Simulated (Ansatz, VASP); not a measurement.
## Two plane-wave programs on HfN

The input POSCAR:

```
HfN
1.0
    0.0000000000      2.3320809000      2.4548220000
    2.3320809000      0.0000000000      2.4548220000
    2.3320809000      2.3320809000      0.0000000000
Hf N
1 1
Direct
    0.0000000000      0.0000000000      0.0000000000
    0.7500000000      0.7500000000      0.7500000000
```

Contents of INCAR.step1:

```
SYSTEM = HfN
PREC = Accurate ; ENCUT = 520
ISMEAR = 0 ; SIGMA = 0.15
LREAL = .FALSE. ; LASPH = .TRUE.
NELM = 60 ; NBANDS = 14
GGA = PE ; ALGO = Normal
EDIFF = 1E-4 ; LWAVE = .TRUE.
LCHARG = .FALSE.
```

INCAR.step2

```
SYSTEM = HfN
PREC = Accurate ; ENCUT = 520
EDIFF = 1E-7 ; ISMEAR = 0
SIGMA = 0.15 ; LREAL = .FALSE.
LASPH = .TRUE. ; NELM = 60
ALGO = Normal ; ISIF = 2
LWAVE = .FALSE. ; LCHARG = .FALSE.
METAGGA = R2SCAN ; LMIXTAU = .TRUE.
NBANDS = 14 ; ISTART = 1
```

Contents of KPOINTS:

```
regular mesh
0
G
  16 16 16
  0 0 0
```

Input for Ansatz:

```yaml
crystal:
  lattice:
    - [0.0, 2.3320809, 2.454822]
    - [2.3320809, 0.0, 2.454822]
    - [2.3320809, 2.3320809, 0.0]
  atoms:
    - { symbol: Hf, position: [0.0, 0.0, 0.0] }
    - { symbol: "N", position: [0.75, 0.75, 0.75] }
basis:
  ecutwfc: 500
kpoints:
  mp_grid: { grid: [16, 16, 16] }
hamiltonian:
  xc: r2scan
scf:
  occupations: { method: gaussian, width: 0.15 }
output:
  forces: true
  stress: true
  eigenvalues: true
```

Change from the starting cell: strain -0.050 along x and y, +0.000 along z, atoms carried along.

Alike in both runs: task single point; functional r2SCAN; k mesh 16 × 16 × 16; occupations gaussian, width 0.15 eV; no spin polarisation.

|  | VASP | Ansatz |
| --- | --- | --- |
| version | VASP 6.6.1 | Ansatz 0.2.0 |
| potentials or method | VASP PAW PBE potentials, release 64 (Hf_pv, N), cutoff 520 eV | scalar-relativistic, plane waves, PAW |
| valence electrons in the cell | 15 | 31 |

```csv
,VASP,Ansatz,Ansatz less VASP
gap on the k mesh at the Fermi level (eV),none,none,-
pressure (GPa),21.1,22.2,+1.09
"traceless stress, the component that is largest in VASP (GPa)",-6.03,-6.01,+0.015
```

VASP's potentials were made for PBE, not for r2SCAN. A gap of «none» marks a metal or a gap that the smearing closes. The functional is the same, so the differences come from potentials, cutoffs and numerics. VASP's potentials hold 15 valence electrons a cell and Ansatz's 31, so a difference there can come from the potentials and not from the codes.

Spin-orbit coupling is off throughout.
